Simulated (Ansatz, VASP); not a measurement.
**TiO2: VASP beside Ansatz**

```
Ti O
1.0
    -1.87685    1.87685    4.75950
     1.87685   -1.87685    4.75950
     1.87685    1.87685   -4.75950
Ti O
2 4
Direct
  0.00000 0.00000 0.00000
  0.75000 0.25000 0.50000
  0.20523 0.20523 0.00000
  0.95523 0.45523 0.50000
  0.54477 0.04477 0.50000
  0.79477 0.79477 0.00000
```

Alike in both runs: task single point; functional PBE; k mesh 8 × 8 × 8; occupations gaussian, width 0.05 eV; no spin polarisation; Hubbard terms Ti d U = 4.0 eV.

|  | VASP | Ansatz |
| --- | --- | --- |
| version | VASP 6.6.1 | Ansatz 0.2.0 |
| potentials or method | VASP PAW PBE potentials, release 64 (Ti_sv, O), cutoff 520 eV | scalar-relativistic, plane waves, PAW |
| valence electrons in the cell | 48 | 48 |

```tsv
	VASP	Ansatz	Ansatz less VASP
gap on the k mesh at the Fermi level (eV)	2.87	2.84	-0.029
least direct gap on the mesh (eV)	3.12	3.09	-0.035
pressure (GPa)	19.1	14.0	-5.11
traceless stress, the component that is largest in VASP (GPa)	2.21	2.74	+0.522
rms of the force components (eV/Å)	0.330	0.244	-0.0864
```

The programs project onto different local orbitals, so the same U acts differently, and such runs can settle in different states. Atom by atom the forces differ by 0.086 eV/Å (rms over components).
